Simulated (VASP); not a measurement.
Zn:

```
Zn
1.0
     2.78836    0.00000    0.00000
    -1.39418    2.41479    0.00000
     0.00000    0.00000    4.55337
Zn
2
Direct
  0.00000 0.00000 0.00000
  0.33333 0.66667 0.50000
```

* Program: VASP 6.6.1
* Task: relaxation of cell and atoms
* Functional: PBE
* Potentials or basis: VASP PAW PBE potentials, release 64 (Zn)
* Cutoff: 600 eV
* k mesh: 18 × 18 × 10
* Occupations: gaussian, width 0.1 eV
* Spin: no spin polarisation

At the start: pressure -1.6 GPa; volume 15.33 Å³/atom.

Problem. Where does the relaxation end?

Solution. Over 38 steps the energy falls by 19.4 meV/atom and the volume is 15.38 Å³/atom (+0.3 %); space group P6_3/mmc (No. 194, to 0.05 Å).

The path:
| step | energy change (eV) | largest force (eV/Å) | pressure (GPa) | volume (Å³) |
| --- | --- | --- | --- | --- |
| 1 | 0.0000 | 0.0000 | -1.64 | 30.66 |
| 2 | -0.0043 | 0.0000 | -0.10 | 29.97 |
| 3 | -0.0044 | 0.0000 | -0.05 | 29.91 |
| 4 | -0.0044 | 0.0000 | 0.20 | 29.80 |
| 5 | -0.0044 | 0.0000 | 0.14 | 29.86 |
| 6 | -0.0044 | 0.0000 | 0.12 | 29.88 |
| 7 | -0.0044 | 0.0000 | 0.08 | 29.90 |
| 8 | -0.0048 | 0.0000 | 0.06 | 29.89 |
| 9 | -0.0064 | 0.0000 | 0.11 | 29.87 |
| 10 | -0.0093 | 0.0000 | 0.44 | 29.81 |
| 11 | -0.0159 | 0.0000 | 1.17 | 29.67 |
| 12 | -0.0180 | 0.0000 | 4.45 | 29.28 |
| 13 | -0.0216 | 0.0000 | 1.87 | 29.58 |
| 14 | -0.0269 | 0.0000 | 2.88 | 29.44 |
| 15 | -0.0267 | 0.0000 | 2.97 | 29.42 |
| 16 | -0.0268 | 0.0000 | 3.08 | 29.43 |
| 17 | -0.0269 | 0.0000 | 3.05 | 29.43 |
| 18 | -0.0270 | 0.0000 | 3.15 | 29.44 |
| 19 | -0.0272 | 0.0000 | 3.13 | 29.45 |
| 20 | -0.0278 | 0.0000 | 3.04 | 29.48 |
| 21 | -0.0288 | 0.0000 | 2.89 | 29.54 |
| 22 | -0.0307 | 0.0000 | 2.62 | 29.66 |
| 23 | -0.0339 | 0.0000 | 1.87 | 29.89 |
| 24 | -0.0378 | 0.0000 | 0.81 | 30.37 |
| 25 | -0.0365 | 0.0000 | -1.26 | 31.33 |
| 26 | -0.0387 | 0.0000 | -0.02 | 30.75 |
| 27 | -0.0387 | 0.0000 | -0.11 | 30.78 |
| 28 | -0.0387 | 0.0000 | -0.18 | 30.77 |
| 29 | -0.0387 | 0.0000 | -0.05 | 30.74 |
| 30 | -0.0387 | 0.0000 | 0.03 | 30.72 |
| 31 | -0.0387 | 0.0000 | 0.05 | 30.72 |
| 32 | -0.0387 | 0.0000 | 0.06 | 30.73 |
| 33 | -0.0387 | 0.0000 | 0.03 | 30.73 |
| 34 | -0.0387 | 0.0000 | 0.00 | 30.73 |
| 35 | -0.0387 | 0.0000 | 0.00 | 30.73 |
| 36 | -0.0387 | 0.0000 | 0.04 | 30.73 |
| 37 | -0.0387 | 0.0000 | 0.09 | 30.74 |
| 38 | -0.0387 | 0.0000 | 0.00 | 30.76 |

Final structure:
```yaml
crystal:
  lattice:
    - [2.63922, 0.00000, 0.00000]
    - [-1.31961, 2.28563, 0.00000]
    - [0.00000, 0.00000, 5.09847]
  atoms:
    - { symbol: Zn, position: [0.00000, 0.00000, 0.00000] }
    - { symbol: Zn, position: [0.33333, 0.66667, 0.50000] }
```
